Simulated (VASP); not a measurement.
# ScBiF6 (Fm-3m) in VASP: single point with r2SCAN+rVV10

Aim: the single point of ScBiF6 with r2SCAN+rVV10.

Everything below comes from runs of VASP 6.6.1. Logs are shortened: lines on timing, memory, paths and dates and some standing lists are left out, and cuts for length are marked.

### 1 The cell of the first run

Symmetry: Fm-3m, No. 225, cubic system. The conventional cell has a = 8.541 Å, b = 8.541 Å, c = 8.541 Å, α = 90.00°, β = 90.00°, γ = 90.00°. Sc (site symmetry m-3m) has 6 F at 2.01 Å within 2.7 Å. Within 3.0 Å of Bi (site symmetry m-3m) lie 6 F at 2.26 Å. F (site symmetry 4mm) has 1 Sc at 2.01 Å and 1 Bi at 2.26 Å within 2.7 Å.

### 2 Single point, r2SCAN+rVV10

Contents of POSCAR:

```
ScBiF6
1.0
    0.0000000000      4.2705303985      4.2705303985
    4.2705303985      0.0000000000      4.2705303985
    4.2705303985      4.2705303985      0.0000000000
Sc Bi F
1 1 6
Direct
    0.5000000000      0.5000000000      0.5000000000
    0.0000000000      0.0000000000      0.0000000000
    0.7357527616      0.2642472384      0.2642472384
    0.2642472384      0.7357527616      0.7357527616
    0.2642472384      0.7357527616      0.2642472384
    0.7357527616      0.2642472384      0.7357527616
    0.2642472384      0.2642472384      0.7357527616
    0.7357527616      0.7357527616      0.2642472384
```

Contents of INCAR.step1:

```
SYSTEM = ScBiF6
PREC = Accurate ; ENCUT = 520
ISMEAR = -1 ; SIGMA = 0.03
LREAL = .FALSE. ; LASPH = .TRUE.
NELM = 100 ; NBANDS = 44
GGA = PE ; ALGO = Normal
EDIFF = 1E-4 ; LWAVE = .TRUE.
LCHARG = .FALSE.
```

Contents of INCAR.step2:

```
SYSTEM = ScBiF6
PREC = Accurate ; ENCUT = 520
EDIFF = 1E-7 ; ISMEAR = -1
SIGMA = 0.03 ; LREAL = .FALSE.
LASPH = .TRUE. ; NELM = 100
ALGO = Normal ; ISIF = 2
LWAVE = .FALSE. ; LCHARG = .TRUE.
METAGGA = R2SCAN ; LMIXTAU = .TRUE.
LUSE_VDW = .TRUE. ; IVDW_NL = 2
BPARAM = 11.95 ; CPARAM = 0.0093
LELF = .TRUE. ; LVHAR = .TRUE.
NBANDS = 44 ; ISTART = 1
```

Contents of KPOINTS:

```
regular mesh
0
G
  6 6 6
  0 0 0
```

Potentials or basis: VASP PAW PBE potentials, release 64 (Sc_sv, Bi_d, F).

Run with:

```console
$ cat potpaw_PBE.64/Sc_sv/POTCAR potpaw_PBE.64/Bi_d/POTCAR potpaw_PBE.64/F/POTCAR > POTCAR
$ cp INCAR.step1 INCAR
$ mpirun -np 1 vasp_std > vasp.out
$ cp INCAR.step2 INCAR
$ mpirun -np 1 vasp_std > vasp.out
```

OUTCAR:

```text
SYSTEM = ScBiF6
   PREC = Accurate
   ENCUT = 520
   EDIFF = 1E-7
   ISMEAR = -1
   LREAL = .FALSE.
   LASPH = .TRUE.
   NELM = 100
   ISIF = 2
   METAGGA = R2SCAN
   IVDW_NL = 2
   BPARAM = 11.95
   ISTART = 1

 ion  position               nearest neighbor table
   1  0.500  0.500  0.500-   3 2.01   4 2.01   5 2.01   6 2.01   7 2.01   8 2.01
   2  0.000  0.000  0.000-   3 2.26   4 2.26   5 2.26   6 2.26   7 2.26   8 2.26
   3  0.736  0.264  0.264-   1 2.01   2 2.26
   4  0.264  0.736  0.736-   1 2.01   2 2.26
   5  0.264  0.736  0.264-   1 2.01   2 2.26
   6  0.736  0.264  0.736-   1 2.01   2 2.26
   7  0.264  0.264  0.736-   1 2.01   2 2.26
   8  0.736  0.736  0.264-   1 2.01   2 2.26

  LATTYP: Found a face centered cubic cell.
 ALAT       =     8.5410607970

  Lattice vectors:

 A1 = (   0.0000000000,   4.2705303985,   4.2705303985)
 A2 = (   4.2705303985,   0.0000000000,   4.2705303985)
 A3 = (   4.2705303985,   4.2705303985,   0.0000000000)

Analysis of symmetry for initial positions (statically):
=====================================================================
 Subroutine PRICEL returns:
 Original cell was already a primitive cell.

 Routine SETGRP: Setting up the symmetry group for a
 face centered cubic supercell.

 Subroutine GETGRP returns: Found 48 space group operations
 (whereof 48 operations were pure point group operations)
 out of a pool of 48 trial point group operations.

The static configuration has the point symmetry O_h .

Analysis of symmetry for dynamics (positions and initial velocities):
=====================================================================
 Subroutine PRICEL returns:
 Original cell was already a primitive cell.

 Routine SETGRP: Setting up the symmetry group for a
 face centered cubic supercell.

 Subroutine GETGRP returns: Found 48 space group operations
 (whereof 48 operations were pure point group operations)
 out of a pool of 48 trial point group operations.

The dynamic configuration has the point symmetry O_h .

 Subroutine INISYM returns: Found 48 space group operations
 (whereof 48 operations are pure point group operations),
 and found     1 'primitive' translations
[... 97 lines left out ...]
   NELM   =    100;   NELMIN=  2; NELMDL=  0     # of ELM steps
   EDIFF  = 0.1E-06   stopping-criterion for ELM
   LREAL  =      F    real-space projection
   EDIFFG = 0.1E-05   stopping-criterion for IOM
   NSW    =      0    number of steps for IOM
   IBRION =     -1    ionic relax: 0-MD 1-quasi-New 2-CG
   NFREE  =      0    steps in history (QN), initial steepest desc. (CG)
   ISIF   =      2    stress and relaxation
   ISYM   =      2    0-nonsym 1-usesym 2-fastsym
   POTIM  = 0.5000    time-step for ionic-motion
   TEBEG  =    0.0;   TEEND  =   0.0 temperature during run
   PSTRESS=    0.0 pullay stress
   NELECT =      68.0000    total number of electrons
   NUPDOWN=      -1.0000    fix difference up-down
   EMIN   =  10.00;   EMAX   =-10.00  energy-range for DOS
   EFERMI =   0.00;   METHOD = LEGACY
   ISMEAR =    -1;   SIGMA  =   0.03  broadening in eV -4-tet -1-fermi 0-gaus
   EFERMI_NEDOS =   21; number of points for ismear=-14 and -15
   IALGO  =     38    algorithm
   IMIX   =      4    mixing-type and parameters
     AMIX     =   0.40;   BMIX     =  1.00
     AMIX_MAG =   1.60;   BMIX_MAG =  1.00
  volume/ion in A,a.u.               =      19.47       131.40
  Fermi-wavevector in a.u.,A,eV,Ry     =   1.241898  2.346847 20.984416  1.542311
  Thomas-Fermi vector in A             =   2.376276
   LORBIT       =      0    0 simple, 1 ext, 2 COOP (PROOUT), +10 PAW based schemes
   METAGGA = R2SCAN    functional components
   LHFCALC =     F    Hartree Fock is set to
   AEXX    =    0.0000 exact exchange contribution
   IVDW_NL    =     2    kernel type
   BPARAM     =11.9500
   IVDW    =     0    specifies the selected vdW correction
   LEPSILON=     F    determine dielectric tensor
   LRPA    =     F    only Hartree local field effects (RPA)
 non-spin polarized calculation
  energy-cutoff  :      520.00
  volume of cell :      155.77
 maximum number of plane-waves:      4279
 NGX is ok and might be reduce to    48
   NGX = 23   NGY = 23   NGZ = 23

 number of electron      68.0000024 magnetization

 Free energy of the ion-electron system (eV)
  ---------------------------------------------------
  ext. energy  EPLUGINS =         0.00000000
  ---------------------------------------------------
  free energy    TOTEN  =      -112.91219133 eV

  energy without entropy =     -112.91219133  energy(sigma->0) =     -112.91219133

 E-fermi :  -1.4436     XC(G=0):  -8.2155

 val. band max:       -2.1825329982   @ k =   0.5000   0.0000   0.0000
 cond. band min:       3.6733883050   @ k =   0.5000   0.0000   0.0000
 fundamental gap:      5.8559213032
 Fermi energy:        -1.4435671070

 k-point     1 :       0.0000    0.0000    0.0000
  band No.  band energies     occupation
      1     -51.0582      2.00000
      2     -29.0290      2.00000
      3     -29.0290      2.00000
      4     -29.0290      2.00000
      5     -25.0205      2.00000
      6     -25.0205      2.00000
[... 741 lines left out ...]
     43       7.8695      0.00000
     44       8.0433      0.00000

------------------------ aborting loop because EDIFF is reached ----------------------------------------

  FORCE on cell =-STRESS in cart. coord.  units (eV):
  Direction    XX          YY          ZZ          XY          YZ          ZX
  --------------------------------------------------------------------------------------
  -------------------------------------------------------------------------------------
  Total        0.4625727      0.4625727      0.4625727     -0.0000000     -0.0000000      0.0000000
  in kB        4.7578978      4.7578978      4.7578978     -0.0000000     -0.0000000      0.0000000
  external PRESSURE =       4.7578978 kB  Pullay stress =       0.0000000 kB

 VOLUME and BASIS-vectors are now :
 -----------------------------------------------------------------------------
  energy-cutoff  :      520.00
  volume of cell :      155.77
      direct lattice vectors                 reciprocal lattice vectors
     0.000000000  4.270530399  4.270530399    -0.117081475  0.117081475  0.117081475
     4.270530399  0.000000000  4.270530399     0.117081475 -0.117081475  0.117081475
     4.270530399  4.270530399  0.000000000     0.117081475  0.117081475 -0.117081475

 POSITION                                       TOTAL-FORCE (eV/Angst)
 -----------------------------------------------------------------------------------
      4.27053      4.27053      4.27053        -0.000000      0.000000      0.000000
      0.00000      0.00000      0.00000        -0.000000      0.000000      0.000000
      2.25695      4.27053      4.27053        -0.065702      0.000000      0.000000
      6.28411      4.27053      4.27053         0.065702      0.000000      0.000000
      4.27053      2.25695      4.27053        -0.000000     -0.065702      0.000000
      4.27053      6.28411      4.27053        -0.000000      0.065702      0.000000
      4.27053      4.27053      2.25695        -0.000000      0.000000     -0.065702
      4.27053      4.27053      6.28411        -0.000000      0.000000      0.065702
 -----------------------------------------------------------------------------------
    total drift:                               -0.000000     -0.000000      0.000000

  FREE ENERGIE OF THE ION-ELECTRON SYSTEM (eV)
  ---------------------------------------------------
  free  energy   TOTEN  =      -112.9121913348 eV

  energy  without entropy=     -112.9121913348  energy(sigma->0) =     -112.91219133
```

Wall time 8.1 min (1 thread of Intel Xeon Platinum 8488C (Sapphire Rapids), shared host); peak memory 0.8 GiB.

Results:

```
Free energy            : -112.9122 eV
Pressure               : 0.5 GPa
Largest force          : 0.066 eV/Å
Band gap on the k mesh : 5.86 eV
```

Forces in eV/Å, atoms in the order of the input:
```
Sc   0.000  0.000  0.000
Bi   0.000  0.000  0.000
F   -0.066  0.000  0.000
F    0.066  0.000  0.000
F    0.000 -0.066  0.000
F    0.000  0.066  0.000
F    0.000  0.000 -0.066
F    0.000  0.000  0.066
```

Levels at points of the mesh, in eV from the valence-band top:
```tsv
k point	band 30	band 31	band 32	band 33	band 34	band 35	band 36	band 37	band 38	band 39
(0.00, 0.00, 0.00)	-1.98	-1.51	-1.51	-1.51	-0.85	6.48	6.48	6.48	7.05	7.05
(0.50, 0.00, 0.00)	-1.82	-1.80	-1.80	-1.68	0.00	5.86	6.20	6.20	6.72	6.72
(0.50, 0.50, 0.00)	-2.01	-1.93	-1.93	-1.51	-0.91	6.49	6.57	6.57	6.80	7.06
```

Caveat: the PAW data sets were made with another functional, which shifts forces and pressure a little; spin-orbit coupling is left out, which moves the levels of the heavy elements.
